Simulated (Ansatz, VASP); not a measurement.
# Two plane-wave programs on Sb

File INCAR:

```
SYSTEM = Sb
PREC = Accurate
ENCUT = 520
EDIFF = 1E-6
ISMEAR = 0
SIGMA = 0.15
LREAL = .False.
LASPH = .True.
NELM = 60
ALGO = Normal
ISIF = 2
LWAVE = .False.
LCHARG = .False.
GGA = PS
NBANDS = 8
```

The input KPOINTS:

```
Automatic mesh
0
Gamma
  16 16 16
  0 0 0
```

POSCAR

```
Sb
1.0
    3.1600000000      0.0000000000      0.0000000000
    0.0000000000      3.1600000000     -0.0948000000
    0.0000000000     -0.0948000000      3.1600000000
Sb
1
Direct
    0.0000000000      0.0000000000      0.0000000000
```

Input for Ansatz:

```yaml
crystal:
  lattice:
    - [3.16, 0.0, 0.0]
    - [0.0, 3.16, -0.0948]
    - [0.0, -0.0948, 3.16]
  atoms:
    - { symbol: Sb, position: [0.0, 0.0, 0.0] }
basis:
  ecutwfc: 420
kpoints:
  mp_grid: { grid: [16, 16, 16] }
hamiltonian:
  xc: pbesol
scf:
  occupations: { method: gaussian, width: 0.15 }
output:
  forces: true
  stress: true
  eigenvalues: true
```

Change from the starting cell: strain -0.0600 x Voigt [0, 0, 0, 1, 0, 0], atoms carried along.

Alike in both runs: task single point; functional PBEsol; k mesh 16 × 16 × 16; occupations gaussian, width 0.15 eV; no spin polarisation.

|  | VASP | Ansatz |
| --- | --- | --- |
| version | VASP 6.6.1 | Ansatz 0.2.0 |
| potentials or method | VASP PAW PBE potentials, release 64 (Sb), cutoff 520 eV | scalar-relativistic, plane waves, PAW |
| valence electrons in the cell | 5 | 15 |

```tsv
	VASP	Ansatz	Ansatz less VASP
gap on the k mesh at the Fermi level (eV)	none	none	-
pressure (GPa)	-4.9	-4.9	-0.03
traceless stress, the component that is largest in VASP (GPa)	0.86	0.86	+0.004
```

VASP's potentials were made for PBE, not for PBEsol. A gap of «none» marks a metal or a gap that the smearing closes. VASP's potentials hold 5 valence electrons a cell and Ansatz's 15, so a difference there can come from the potentials and not from the codes.

Neither program's run includes spin-orbit coupling.
